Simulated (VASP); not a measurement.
TiO2:

```
Ti O
1.0
     5.58222    0.00000    0.00000
    -2.79111    4.83435    0.00000
     0.00000    0.00000    6.08247
Ti O
3 6
Direct
  0.46694 0.00000 0.33333
  0.00000 0.46694 0.66667
  0.53306 0.53306 0.00000
  0.58107 0.85143 0.12066
  0.72963 0.14857 0.54600
  0.27037 0.41893 0.78733
  0.85143 0.58107 0.87934
  0.14857 0.72963 0.45400
  0.41893 0.27037 0.21267
```

Base run:

* Program: VASP 6.6.1
* Functional: PBEsol
* Potentials or basis: VASP PAW PBE potentials, release 64 (Ti_sv, O)
* Cutoff: 520 eV
* k mesh: 6 × 6 × 5
* Occupations: fermi-dirac, width 0.05 eV
* Spin: no spin polarisation

Its results: band gap on the k mesh 3.58 eV (least direct gap 3.59 eV); pressure -0.9 GPa; largest force 0.099 eV/Å.

**Question.** The run is repeated on the same cell with these changes: functional from PBEsol to BLYP; further incar settings from ALGO = Normal; EDIFF = 1e-06; NBANDS = 46 to ALGO = Normal; EDIFF = 1e-07; NBANDS = 46. What comes out?

**Answer.** Band gap on the k mesh 3.59 eV (least direct gap 3.60 eV); pressure 4.6 GPa; largest force 0.254 eV/Å.

Caveats: the PAW data sets were made with another functional, which shifts forces and pressure a little; the cell stands under pressure (at least some runs).

A k mesh can miss the band edges.
